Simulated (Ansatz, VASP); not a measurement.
# One calculation of SiGe, two programs

```xyz
4
Lattice="3.9371 0.0000 0.0000 -1.9686 3.4096 0.0000 0.0000 0.0000 6.5065" Properties=species:S:1:pos:R:3 pbc="T T T"
Si    1.9686    1.1365    5.6899
Si    0.0000    2.2731    2.4367
Ge    1.9686    1.1365    3.3073
Ge    0.0000    2.2731    0.0541
```

Alike in both runs: task single point; functional LDA; k mesh 12 × 12 × 6; occupations gaussian, width 0.03 eV; no spin polarisation.

|  | VASP | Ansatz |
| --- | --- | --- |
| version | VASP 6.6.1 | Ansatz 0.2.0 |
| potentials or method | VASP PAW LDA potentials, release 64 (Si, Ge_d), cutoff 520 eV | scalar-relativistic, plane waves, PAW |
| valence electrons in the cell | 36 | 36 |

|  | VASP | Ansatz | Ansatz less VASP |
| --- | --- | --- | --- |
| gap on the k mesh at the Fermi level (eV) | 0.18 | 0.17 | -0.005 |
| least direct gap on the mesh (eV) | 0.28 | 0.26 | -0.013 |
| pressure (GPa) | -3.8 | -3.9 | -0.08 |
| traceless stress, the component that is largest in VASP (GPa) | 1.59 | 1.58 | -0.006 |
| rms of the force components (eV/Å) | 0.366 | 0.365 | -0.0010 |

Ansatz warns that its potentials were made for another functional, while VASP's fit it. LDA's correlation is that of Perdew and Zunger in VASP and of Perdew and Wang (1992) in Ansatz. Atom by atom the forces differ by 0.001 eV/Å (rms over components).
